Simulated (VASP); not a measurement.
# Co (P6_3/mmc) in VASP: notebook

The runs below take Co through single point, with LDA.

Program: VASP 6.6.1. These are calculated values, not measurements. Logs are shortened: lines on timing, memory, paths and dates and some standing lists are left out, and cuts for length are marked.

## (1) The cell of the first run

Symmetry: P6_3/mmc, No. 194, hexagonal system. The conventional cell has a = 2.427 Å, b = 2.427 Å, c = 3.923 Å, α = 90.00°, β = 90.00°, γ = 120.00°. Within 3.2 Å of Co (site symmetry -6m2) lie 12 Co at 2.41 to 2.43 Å.

## (2) Single point, LDA, collinear spin, ferromagnetic start

INCAR

```
SYSTEM = Co
ALGO     = Normal         ! electronic algorithm
EDIFF    = 1E-6           ! SCF threshold, eV
ENCUT    = 600            ! plane-wave cutoff, eV
GGA      = CA             ! functional
GGA_COMPAT= .False.      
ISIF     = 2              ! what is computed and relaxed
ISMEAR   = -1             ! smearing method
ISPIN    = 2              ! spin polarisation
LASPH    = .True.         ! aspherical terms in the spheres
LCHARG   = .False.        ! write CHGCAR
LMAXMIX  = 4              ! l up to which the mixer works
LORBIT   = 11             ! projections on sites
LREAL    = .False.        ! projectors in reciprocal space
LWAVE    = .False.        ! write WAVECAR
MAGMOM   = 1.558 1.558    ! initial moments
NBANDS   = 28             ! bands
NELM     = 200            ! most SCF steps
PREC     = Accurate       ! precision mode
SIGMA    = 0.05           ! smearing width, eV
```

KPOINTS

```
k-points
0
Gamma
  12 12 7
  0 0 0
```

POSCAR

```
Co
1.0
    2.4273810165      0.0000000000      0.0000000000
   -1.2136905082      2.1021736250      0.0000000000
    0.0000000000      0.0000000000      3.9230481332
Co
2
Direct
    0.3333333333      0.6666666667      0.2500000000
    0.6666666667      0.3333333333      0.7500000000
```

Potentials or basis: VASP PAW LDA potentials, release 64 (Co_sv).

Command:

```sh
> cat potpaw_LDA.64/Co_sv/POTCAR > POTCAR
> mpirun -np 1 vasp_std > vasp.out
```

OUTCAR:

```text
SYSTEM = Co
   EDIFF = 1E-6
   ENCUT = 600
   GGA = CA
   ISIF = 2
   ISMEAR = -1
   ISPIN = 2
   LASPH = .True.
   LORBIT = 11
   LREAL = .False.
   NELM = 200
   PREC = Accurate

 ion  position               nearest neighbor table
   1  0.333  0.667  0.250-   2 2.41   2 2.41   2 2.41   2 2.41   2 2.41   2 2.41
   2  0.667  0.333  0.750-   1 2.41   1 2.41   1 2.41   1 2.41   1 2.41   1 2.41

  LATTYP: Found a hexagonal cell.
 ALAT       =     2.4273810165
 C/A-ratio  =     1.6161649558

  Lattice vectors:

 A1 = (   2.4273810165,   0.0000000000,   0.0000000000)
 A2 = (  -1.2136905082,   2.1021736250,   0.0000000000)
 A3 = (   0.0000000000,   0.0000000000,   3.9230481332)

Analysis of symmetry for initial positions (statically):
=====================================================================
 Subroutine PRICEL returns:
 Original cell was already a primitive cell.

 Routine SETGRP: Setting up the symmetry group for a
 hexagonal supercell.

 Subroutine GETGRP returns: Found 24 space group operations
 (whereof 12 operations were pure point group operations)
 out of a pool of 24 trial point group operations.

The static configuration has the point symmetry D_3d.
 The point group associated with its full space group is D_6h.

Analysis of symmetry for dynamics (positions and initial velocities):
=====================================================================
 Subroutine PRICEL returns:
 Original cell was already a primitive cell.

 Routine SETGRP: Setting up the symmetry group for a
 hexagonal supercell.

 Subroutine GETGRP returns: Found 24 space group operations
 (whereof 12 operations were pure point group operations)
 out of a pool of 24 trial point group operations.

The dynamic configuration has the point symmetry D_3d.
 The point group associated with its full space group is D_6h.

Analysis of structural, dynamic, and magnetic symmetry:
=====================================================================
 Subroutine PRICEL returns:
 Original cell was already a primitive cell.

 Routine SETGRP: Setting up the symmetry group for a
 hexagonal supercell.

 Subroutine GETGRP returns: Found 24 space group operations
 (whereof 12 operations were pure point group operations)
 out of a pool of 24 trial point group operations.

The overall configuration has the point symmetry D_3d.
 The point group associated with its full space group is D_6h.

 Subroutine INISYM returns: Found 24 space group operations
 (whereof 12 operations are pure point group operations),
 and found     1 'primitive' translations

----------------------------------------------------------------------------------------

                                     Primitive cell

  volume of cell :      20.0184

  direct lattice vectors                    reciprocal lattice vectors
     2.427381017  0.000000000  0.000000000     0.411966639  0.237849050  0.000000000
    -1.213690508  2.102173625  0.000000000     0.000000000  0.475698100  0.000000000
     0.000000000  0.000000000  3.923048133     0.000000000  0.000000000  0.254903831

  length of vectors
     2.427381017  2.427381017  3.923048133     0.475698100  0.475698100  0.254903831

  position of ions in fractional coordinates (direct lattice)
     0.333333333  0.666666667  0.250000000
     0.666666667  0.333333333  0.750000000

  ion indices of the primitive-cell ions
   primitive index   ion index
                 1           1
                 2           2

----------------------------------------------------------------------------------------

 KPOINTS: k-points

Automatic generation of k-mesh.
 Grid dimensions read from file:
 generate k-points for:   12   12    7

 Generating k-lattice:

  Cartesian coordinates                     Fractional coordinates (reciprocal lattice)
     0.034330553  0.019820754  0.000000000     0.083333333  0.000000000  0.000000000
     0.000000000  0.039641508  0.000000000     0.000000000  0.083333333  0.000000000
     0.000000000  0.000000000  0.036414833     0.000000000  0.000000000  0.142857143

  Length of vectors
     0.039641508  0.039641508  0.036414833

  Shift w.r.t. Gamma in fractional coordinates (k-lattice)
     0.000000000  0.000000000  0.000000000

 Subroutine IBZKPT returns following result:
 ===========================================

 Found     76 irreducible k-points:

 Following reciprocal coordinates:
            Coordinates               Weight
  0.000000  0.000000  0.000000      1.000000
  0.083333 -0.000000  0.000000      6.000000
  0.166667  0.000000  0.000000      6.000000
  0.250000  0.000000  0.000000      6.000000
  0.333333  0.000000  0.000000      6.000000
  0.416667  0.000000  0.000000      6.000000
[... 16 lines left out ...]
  0.250000  0.000000  0.142857     12.000000
  0.333333  0.000000  0.142857     12.000000
 [... further k-points ...]
   k-points           NKPTS =     76   k-points in BZ     NKDIM =     76   number of bands    NBANDS=     28
   number of dos      NEDOS =    301   number of ions     NIONS =      2
   total plane-waves  NPLWV =  12800
   dimension x,y,z NGX =    20 NGY =   20 NGZ =   32
   dimension x,y,z NGXF=    40 NGYF=   40 NGZF=   64
   ions per type =               2
   NGX,Y,Z   is equivalent  to a cutoff of  13.70, 13.70, 13.56 a.u.
   NGXF,Y,Z  is equivalent  to a cutoff of  27.40, 27.40, 27.12 a.u.
 SYSTEM =  Co
   PREC   = accura    normal or accurate (medium, high low for compatibility)
   ISTART =      0    job   : 0-new  1-cont  2-samecut
   ICHARG =      2    charge: 1-file 2-atom 10-const
   ISPIN  =      2    spin polarized calculation?
   LNONCOLLINEAR =      F non collinear calculations
   LSORBIT =      F    spin-orbit coupling
   LASPH  =      T    aspherical Exc in radial PAW
   ENCUT  =  600.0 eV  44.10 Ry    6.64 a.u.   4.85  4.85  7.84*2*pi/ulx,y,z
   NELM   =    200;   NELMIN=  2; NELMDL= -5     # of ELM steps
   EDIFF  = 0.1E-05   stopping-criterion for ELM
   LREAL  =      F    real-space projection
   EDIFFG = 0.1E-04   stopping-criterion for IOM
   NSW    =      0    number of steps for IOM
   IBRION =     -1    ionic relax: 0-MD 1-quasi-New 2-CG
   NFREE  =      0    steps in history (QN), initial steepest desc. (CG)
   ISIF   =      2    stress and relaxation
   ISYM   =      2    0-nonsym 1-usesym 2-fastsym
   POTIM  = 0.5000    time-step for ionic-motion
   TEBEG  =    0.0;   TEEND  =   0.0 temperature during run
   PSTRESS=    0.0 pullay stress
   NELECT =      34.0000    total number of electrons
   NUPDOWN=      -1.0000    fix difference up-down
   EMIN   =  10.00;   EMAX   =-10.00  energy-range for DOS
   EFERMI =   0.00;   METHOD = LEGACY
   ISMEAR =    -1;   SIGMA  =   0.05  broadening in eV -4-tet -1-fermi 0-gaus
   EFERMI_NEDOS =   21; number of points for ismear=-14 and -15
   IALGO  =     38    algorithm
   IMIX   =      4    mixing-type and parameters
     AMIX     =   0.40;   BMIX     =  1.00
     AMIX_MAG =   1.60;   BMIX_MAG =  1.00
  volume/ion in A,a.u.               =      10.01        67.55
  Fermi-wavevector in a.u.,A,eV,Ry     =   1.953250  3.691107 51.908730  3.815184
  Thomas-Fermi vector in A             =   2.980113
   LORBIT       =     11    0 simple, 1 ext, 2 COOP (PROOUT), +10 PAW based schemes
   GGA     = CA    functional components
   LHFCALC =     F    Hartree Fock is set to
   AEXX    =    0.0000 exact exchange contribution
   IVDW    =     0    specifies the selected vdW correction
   LEPSILON=     F    determine dielectric tensor
   LRPA    =     F    only Hartree local field effects (RPA)
 spin polarized calculation
  energy-cutoff  :      600.00
  volume of cell :       20.02
 maximum number of plane-waves:       699
 NGX is ok and might be reduce to    20
   NGX =  9   NGY =  9   NGZ = 15

 number of electron      34.0000004 magnetization       2.9645360

 Free energy of the ion-electron system (eV)
  ---------------------------------------------------
  ext. energy  EPLUGINS =         0.00000000
  ---------------------------------------------------
  free energy    TOTEN  =       -16.35431688 eV

  energy without entropy =      -16.34083073  energy(sigma->0) =      -16.34757381

 E-fermi :  12.8354     XC(G=0): -14.8417

 val. band max:       12.8252617823   @ k =   0.2500   0.0000   0.1429
 cond. band min:      12.8547840184   @ k =   0.0000   0.0000   0.0000
 fundamental gap:      0.0295222361
 Fermi energy:        12.8353851634

 spin component 1

 k-point     1 :       0.0000    0.0000    0.0000
  band No.  band energies     occupation
      1     -82.0407      1.00000
      2     -81.9549      1.00000
      3     -46.0522      1.00000
      4     -45.6660      1.00000
      5     -45.6660      1.00000
      6     -45.6006      1.00000
[... 20 lines left out ...]
     27      39.8973      0.00000
     28      39.8973      0.00000
[... 683 lines left out ...]
 k-point    24 :       0.3333    0.0000    0.1429
  band No.  band energies     occupation
      1     -81.9808      1.00000
      2     -81.9364      1.00000
      3     -45.9525      1.00000
      4     -45.8725      1.00000
      5     -45.8460      1.00000
      6     -45.7343      1.00000
[... 20 lines left out ...]
     27      37.2665      0.00000
     28      38.7658      0.00000

 [... further k-points ...]

 spin component 2

 k-point     1 :       0.0000    0.0000    0.0000
  band No.  band energies     occupation
      1     -80.3025      1.00000
      2     -80.2116      1.00000
      3     -44.3807      1.00000
      4     -43.9820      1.00000
      5     -43.9820      1.00000
      6     -43.9128      1.00000
[... 20 lines left out ...]
     27      40.3503      0.00000
     28      40.3503      0.00000
[... 683 lines left out ...]
 k-point    24 :       0.3333    0.0000    0.1429
  band No.  band energies     occupation
      1     -80.2391      1.00000
      2     -80.1920      1.00000
      3     -44.2820      1.00000
      4     -44.1995      1.00000
      5     -44.1705      1.00000
      6     -44.0552      1.00000
[... 20 lines left out ...]
     27      37.7293      0.00000
     28      39.2038      0.00000

 [... further k-points ...]
[... 5 lines left out ...]
  --------------------------------------------------------------------------------------
  -------------------------------------------------------------------------------------
  Total       -0.4868706     -0.4868706     -0.5669298     -0.0000000      0.0000000      0.0000000
  in kB      -38.9667273    -38.9667273    -45.3742737     -0.0000000      0.0000000      0.0000000
  external PRESSURE =     -41.1025761 kB  Pullay stress =       0.0000000 kB

 VOLUME and BASIS-vectors are now :
 -----------------------------------------------------------------------------
  energy-cutoff  :      600.00
  volume of cell :       20.02
      direct lattice vectors                 reciprocal lattice vectors
     2.427381017  0.000000000  0.000000000     0.411966639  0.237849050  0.000000000
    -1.213690508  2.102173625  0.000000000     0.000000000  0.475698100  0.000000000
     0.000000000  0.000000000  3.923048133     0.000000000  0.000000000  0.254903831

 POSITION                                       TOTAL-FORCE (eV/Angst)
 -----------------------------------------------------------------------------------
     -0.00000      1.40145      0.98076        -0.000000      0.000000      0.000000
      1.21369      0.70072      2.94229         0.000000      0.000000      0.000000
 -----------------------------------------------------------------------------------
    total drift:                               -0.000000      0.000000     -0.000000

  FREE ENERGIE OF THE ION-ELECTRON SYSTEM (eV)
  ---------------------------------------------------
  free  energy   TOTEN  =       -16.3543168804 eV

  energy  without entropy=      -16.3408307331  energy(sigma->0) =      -16.34757381

 total charge

# of ion       s       p       d       tot
------------------------------------------
    1        2.264   6.138   6.731  15.133
    2        2.264   6.138   6.731  15.133
--------------------------------------------------
tot          4.528  12.276  13.462  30.266

 magnetization (x)

# of ion       s       p       d       tot
------------------------------------------
    1       -0.005  -0.010   1.527   1.512
    2       -0.005  -0.010   1.527   1.512
--------------------------------------------------
tot         -0.010  -0.021   3.054   3.023
```

Run time: 87 s. Hardware: 1 thread of Intel Xeon Platinum 8259CL at 2.50GHz (Skylake/Cascade Lake), shared host; peak memory 0.19 GiB.

What came out:

```
Free energy                                           : -16.3543 eV
Pressure                                              : -4.1 GPa
Net moment                                            : 2.96 μB per cell
Site moments                                          : Co +1.51 μB
Valence electrons inside the program's atomic spheres : Co 15.13
```

Levels at points of the mesh, in eV from the Fermi level:
Spin up:
| k point | band 15 | band 16 | band 17 | band 18 | band 19 | band 20 | band 21 | band 22 |
| --- | --- | --- | --- | --- | --- | --- | --- | --- |
| (0.00, 0.00, 0.00) | -2.18 | -1.77 | -1.77 | -0.49 | -0.49 | -0.14 | 7.20 | 22.55 |
| (0.50, 0.00, 0.00) | -2.09 | -0.34 | -0.22 | -0.17 | 1.67 | 3.83 | 10.35 | 11.07 |
Spin down:
```
           k point  band 13  band 14  band 15  band 16  band 17  band 18
(0.00, 0.00, 0.00)    -1.18    -0.77    -0.77    -0.30    -0.30     0.02
(0.50, 0.00, 0.00)    -1.36    -1.21    -0.76     1.23     1.39     1.42
```

Caveat: the cell stands under tension.

## (3) Single point, LDA, collinear spin, ferromagnetic start (11.21 Å³/atom)

This run uses another cell than the first one, of 11.21 Å³/atom.

INCAR

```
PREC     = Accurate       # precision mode
ENCUT    = 520            # plane-wave cutoff, eV
EDIFF    = 1E-6           # SCF threshold, eV
ISMEAR   = -1             # smearing method
SIGMA    = 0.05           # smearing width, eV
LREAL    = False          # projectors in reciprocal space
LASPH    = True           # aspherical terms in the spheres
NELM     = 150            # most SCF steps
ALGO     = Normal         # electronic algorithm
ISIF     = 2              # what is computed and relaxed
LWAVE    = False          # write WAVECAR
LCHARG   = False          # write CHGCAR
ISPIN    = 2              # spin polarisation
MAGMOM   = 1.558 1.558    # initial moments
LORBIT   = 11             # projections on sites
LMAXMIX  = 4              # l up to which the mixer works
NBANDS   = 20             # bands
```

KPOINTS

```
Automatic mesh
0
Gamma
  24 24 13
```

POSCAR

```
Co
1.0
    2.5208323231      0.0000000000      0.0000000000
   -1.2604161615      2.1831048305      0.0000000000
    0.0000000000      0.0000000000      4.0740808576
Co
2
Direct
    0.3333333333      0.6666666667      0.2500000000
    0.6666666667      0.3333333333      0.7500000000
```

Potentials or basis: VASP PAW LDA potentials, release 64 (Co).

Command:

```sh
> cat potpaw_LDA.64/Co/POTCAR > POTCAR
> mpirun -np 1 vasp_std > vasp.out
```

Wall time 5.9 min (1 thread of Intel Xeon 8259CL, shared host); peak memory 0.35 GiB.

It converged, with:

| Property | Result |
| --- | --- |
| Free energy | -16.0492 eV |
| Pressure | -24.1 GPa |
| Net moment | 3.15 μB per cell |
| Site moments | Co +1.58 μB |
| Valence electrons inside the program's atomic spheres | Co 8.22 |

Stress tensor (GPa, compression positive):
```
-23.88   0.00   0.00
  0.00 -23.88   0.00
  0.00   0.00 -24.51
```

Levels at points of the mesh, in eV from the Fermi level:
Spin up:
```csv
k point,band 8,band 9,band 10,band 11,band 12,band 13,band 14,band 15
"(0.00, 0.00, 0.00)",-1.74,-1.74,-0.67,-0.67,-0.03,6.17,21.72,23.86
"(0.50, 0.00, 0.00)",-0.55,-0.45,-0.41,1.34,3.24,9.46,10.05,12.56
```
Spin down:
| k point | band 4 | band 5 | band 6 | band 7 | band 8 | band 9 | band 10 | band 11 |
| --- | --- | --- | --- | --- | --- | --- | --- | --- |
| (0.00, 0.00, 0.00) | -0.93 | -0.93 | -0.59 | -0.59 | -0.19 | -0.19 | 0.12 | 0.97 |
| (0.50, 0.00, 0.00) | -1.65 | -1.08 | -0.97 | -0.59 | 1.09 | 1.22 | 1.25 | 2.48 |

Caveat: the cell stands under tension.

## (4) Single point, LDA, collinear spin, ferromagnetic start (11.21 Å³/atom)

This run uses another cell than the first one, of 11.21 Å³/atom.

INCAR

```
SYSTEM = Co
PREC = Accurate ; ENCUT = 520
EDIFF = 1E-6 ; ISMEAR = -1
SIGMA = 0.05 ; LREAL = .False.
LASPH = .True. ; NELM = 150
ALGO = Normal ; ISIF = 2
LWAVE = .False. ; LCHARG = .False.
ISPIN = 2 ; MAGMOM = -1.558 -1.558
LORBIT = 11 ; LMAXMIX = 4
NBANDS = 20
```

KPOINTS

```
Automatic mesh
0
Gamma
  24 24 13
  0 0 0
```

POSCAR

```
Co
1.0
    2.5208487962      0.0000000000      0.0000000000
   -1.2604243981      2.1831190967      0.0000000000
    0.0000000000      0.0000000000      4.0740391511
Co
2
Direct
    0.3333333333      0.6666666667      0.2500000000
    0.6666666667      0.3333333333      0.7500000000
```

Command:

```sh
> cat potpaw_LDA.64/Co/POTCAR > POTCAR
> mpirun -np 1 vasp_std > vasp.out
```

It took 6.5 min on 1 thread of Intel Xeon 8259CL, shared host; peak memory 0.34 GiB.

Results (log left out):

* Free energy: -16.0492 eV
* Pressure: -24.1 GPa
* Net moment: -3.15 μB per cell
* Site moments: Co -1.58 μB
* Valence electrons inside the program's atomic spheres: Co 8.22

Stress tensor (GPa, compression positive):
```
-23.88   0.00   0.00
  0.00 -23.88   0.00
  0.00   0.00 -24.51
```

Levels at points of the mesh, in eV from the Fermi level:
Spin up:
| k point | band 4 | band 5 | band 6 | band 7 | band 8 | band 9 | band 10 | band 11 |
| --- | --- | --- | --- | --- | --- | --- | --- | --- |
| (0.00, 0.00, 0.00) | -0.93 | -0.93 | -0.59 | -0.59 | -0.19 | -0.19 | 0.12 | 0.97 |
| (0.50, 0.00, 0.00) | -1.65 | -1.08 | -0.97 | -0.59 | 1.09 | 1.22 | 1.25 | 2.48 |
Spin down:
| k point | band 8 | band 9 | band 10 | band 11 | band 12 | band 13 | band 14 | band 15 |
| --- | --- | --- | --- | --- | --- | --- | --- | --- |
| (0.00, 0.00, 0.00) | -1.74 | -1.74 | -0.67 | -0.67 | -0.03 | 6.17 | 21.72 | 23.86 |
| (0.50, 0.00, 0.00) | -0.55 | -0.45 | -0.41 | 1.34 | 3.24 | 9.46 | 10.05 | 12.56 |

Caveat: the cell stands under tension.

## (5) Single point, LDA, collinear spin, ferromagnetic start (11.21 Å³/atom)

This run uses another cell than the first one, of 11.21 Å³/atom.

INCAR is that of step 4.

KPOINTS is that of step 4.

POSCAR

```
Co
1.0
    2.5208326475      0.0000000000      0.0000000000
   -1.2604163237      2.1831051115      0.0000000000
    0.0000000000      0.0000000000      4.0740812787
Co
2
Direct
    0.3333333333      0.6666666667      0.2500000000
    0.6666666667      0.3333333333      0.7500000000
```

Command:

```sh
> cat potpaw_LDA.64/Co/POTCAR > POTCAR
> mpirun -np 1 vasp_std > vasp.out
```

Run time: 12 min. Hardware: 1 thread of AMD EPYC 7R13, shared host; peak memory 0.31 GiB.

The run converged. Its results:

* Free energy: -16.0492 eV
* Pressure: -24.1 GPa
* Net moment: -3.15 μB per cell
* Site moments: Co -1.58 μB
* Valence electrons inside the program's atomic spheres: Co 8.22

Stress tensor (GPa, compression positive):
```
-23.88   0.00   0.00
  0.00 -23.88   0.00
  0.00   0.00 -24.51
```

Levels at points of the mesh, in eV from the Fermi level:
Spin up:
```
           k point  band 3  band 4  band 5  band 6  band 7  band 8  band 9  band 10  band 11  band 12
(0.00, 0.00, 0.00)   -0.95   -0.93   -0.93   -0.59   -0.59   -0.19   -0.19     0.12     0.97     0.97
(0.50, 0.00, 0.00)   -3.05   -1.65   -1.08   -0.97   -0.59    1.09    1.22     1.25     2.48     4.19
```
Spin down:
```
           k point  band 9  band 10  band 11  band 12  band 13  band 14
(0.00, 0.00, 0.00)   -1.74    -0.67    -0.67    -0.03     6.17    21.72
(0.50, 0.00, 0.00)   -0.45    -0.41     1.34     3.24     9.46    10.05
```

Caveat: the cell stands under tension.
